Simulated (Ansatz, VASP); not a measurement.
**Sb in VASP and in Ansatz**

```
Sb
1.0
     0.00000    2.39488    2.39488
     2.39488    0.00000    2.39488
     2.39488    2.39488    0.00000
Sb
1
Direct
  0.00000 0.00000 0.00000
```

Alike in both runs: functional PBE; k mesh 16 × 16 × 16; occupations gaussian, width 0.1 eV; no spin polarisation.

Ansatz relaxed the structure, and its values are those at the end. VASP's run is a single point on that final structure, the one shown.

```csv
,VASP,Ansatz
version,VASP 6.6.1,Ansatz 0.2.0
potentials or method,"VASP PAW PBE potentials, release 64 (Sb), cutoff 500 eV","scalar-relativistic, plane waves, PAW"
valence electrons in the cell,5,15
```

VASP gave:

* gap on the k mesh at the Fermi level (eV): none
* pressure (GPa): -0.1

Task: What did Ansatz give for the same quantities?

Result: gap on the k mesh at the Fermi level (eV): none; pressure (GPa): 0.0.

A gap of «none» marks a metal or a gap that the smearing closes. VASP's potentials hold 5 valence electrons a cell and Ansatz's 15, so a difference there can come from the potentials and not from the codes.

Neither program's run includes spin-orbit coupling.
